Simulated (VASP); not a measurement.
## Ge: single point with r2SCAN

The system is Ge.

```
CELL_PARAMETERS angstrom
4.02322 0.00000 0.00000
-2.01161 3.48421 0.00000
0.00000 0.00000 10.91958
ATOMIC_POSITIONS crystal
Ge 0.66667 0.33333 0.41485
Ge 0.33333 0.66667 0.91485
Ge 0.00000 0.00000 0.47745
Ge 0.00000 0.00000 0.97745
```

| Item | Value |
| --- | --- |
| Program | VASP 6.6.1 |
| Task | single point |
| Functional | r2SCAN |
| Potentials or basis | VASP PAW PBE potentials, release 64 (Ge_d) |
| Cutoff | 520 eV |
| k mesh | 6 × 6 × 2 |
| Occupations | fermi-dirac, width 0.05 eV |
| Spin | no spin polarisation |
| Dipole correction | no |
| Further INCAR settings | ALGO = Normal; EDIFF = 1e-06; NBANDS = 36 |

```json
{
  "Pressure": "-1.2 GPa",
  "Largest force": "0.194 eV/Å",
  "Band gap on the k mesh": "zero (filled and empty bands overlap)"
}
```

Forces in eV/Å, atoms in the order of the input:
```
Ge   0.000  0.000  0.194
Ge   0.000  0.000  0.194
Ge   0.000  0.000 -0.194
Ge   0.000  0.000 -0.194
```

Stress tensor (GPa, compression positive):
```
-1.37  0.00  0.00
 0.00 -1.37  0.00
 0.00  0.00 -0.87
```

Levels at points of the mesh, in eV from the Fermi level:
```
           k point  band 26  band 27  band 28  band 29  band 30  band 31
(0.00, 0.00, 0.00)    -0.50    -0.49    -0.49     0.83     0.98     1.81
(0.50, 0.00, 0.00)    -2.11    -1.32    -1.12     0.65     0.90     1.90
(0.00, 0.00, 0.50)    -0.50    -0.50    -0.50     0.87     0.87     2.84
(0.50, 0.00, 0.50)    -2.13    -1.21    -1.21     0.73     0.73     1.94
```

It took 4.3 min on 1 thread of Intel(R) Xeon(R) Platinum 8259CL CPU @ 2.50GHz (Skylake/Cascade Lake), with other jobs on the host, peak memory 0.3 GiB.

Caveat: the PAW data sets were made with another functional, which shifts forces and pressure a little.
